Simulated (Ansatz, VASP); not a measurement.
HgTe: VASP beside Ansatz

```
Hg Te
1.0
     0.00000    3.28550    3.28550
     3.28550    0.00000    3.28550
     3.28550    3.28550    0.00000
Hg Te
1 1
Direct
  0.00000 0.00000 0.00000
  0.25000 0.25000 0.25000
```

Alike in both runs: functional r2SCAN; k mesh 12 × 12 × 12; occupations gaussian, width 0.1 eV; no spin polarisation.

Ansatz relaxed the structure, and its values are those at the end. VASP's run is a single point on that final structure, the one shown.

```csv
,VASP,Ansatz
version,VASP 6.6.1,Ansatz 0.2.0
potentials or method,"VASP PAW PBE potentials, release 64 (Hg, Te), cutoff 520 eV","scalar-relativistic, plane waves, PAW"
valence electrons in the cell,18,36
```

|  | VASP | Ansatz | Ansatz less VASP |
| --- | --- | --- | --- |
| gap on the k mesh at the Fermi level (eV) | none | none | - |
| pressure (GPa) | 0.1 | 0.0 | -0.06 |

VASP's potentials were made for PBE, not for r2SCAN. A gap of «none» marks a metal or a gap that the smearing closes. VASP's potentials hold 18 valence electrons a cell and Ansatz's 36, so a difference there can come from the potentials and not from the codes.

Spin-orbit coupling is off throughout.
